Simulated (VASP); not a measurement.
Here is a VASP 6.6.1 calculation.

File INCAR:

```
  PREC = Accurate
  ENCUT = 600
  EDIFF = 1E-6
  ISMEAR = -1
  SIGMA = 0.1
  LREAL = F
  LASPH = T
  NELM = 150
  ALGO = Normal
  ISIF = 3
  LWAVE = F
  LCHARG = F
  ISPIN = 2
  MAGMOM = 1
  LORBIT = 11
  LMAXMIX = 4
  GGA = CA
  IBRION = 2
  NSW = 60
  EDIFFG = -0.005
```

File KPOINTS:

```
Automatic mesh
0
Gamma
  22 22 22
```

The input POSCAR:

```
Ni
1.0
   -1.3591964688      1.3591964688      1.3591964688
    1.3591964688     -1.3591964688      1.3591964688
    1.3591964688      1.3591964688     -1.3591964688
Ni
1
Direct
    0.0000000000      0.0000000000      0.0000000000
```

Potentials or basis: VASP PAW LDA potentials, release 64 (Ni).

Run with:

```bash
$ cat potpaw_LDA.64/Ni/POTCAR > POTCAR
$ mpirun -np 1 vasp_std > vasp.out
```

(1) Predict the relaxed volume.

(2) What does it give for the net moment?

Answers

(1) 10.06 Å³/atom.

(2) 0.01 μB per cell.
